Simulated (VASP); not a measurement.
Input of a VASP 6.6.1 run:

Contents of INCAR:

```
SYSTEM = CsTl
ALGO = Fast
EDIFF = 1E-6
ENCUT = 520
GGA = PE
ISIF = 2
ISMEAR = 0
LASPH = .TRUE.
LCHARG = .FALSE.
LREAL = .FALSE.
LWAVE = .FALSE.
NBANDS = 18
NELM = 100
PREC = Accurate
SIGMA = 0.1
```

Contents of KPOINTS:

```
k-points
0
G
  12 12 12
  0 0 0
```

Contents of POSCAR:

```
CsTl
1.0
    4.7097740041      0.0000000000      0.0000000000
    0.0000000000      4.7097740041      0.0000000000
    0.0000000000      0.0000000000      4.7097740041
Cs Tl
1 1
Direct
    0.5000000000      0.5000000000      0.5000000000
    0.0000000000      0.0000000000      0.0000000000
```

Potentials or basis: VASP PAW PBE potentials, release 64 (Cs_sv, Tl_d).

The run is started by

```sh
$ cat potpaw_PBE.64/Cs_sv/POTCAR potpaw_PBE.64/Tl_d/POTCAR > POTCAR
$ mpirun -np 1 vasp_std > vasp.out
```

**Question.** What does it give for the pressure?

**Answer.** -0.2 GPa.

**Question.** Estimate the band gap on the k mesh.

**Answer.** Zero (bands 11 and 12 overlap by 2.61 eV).

Caveat: spin-orbit coupling is left out, which moves the levels of the heavy elements.
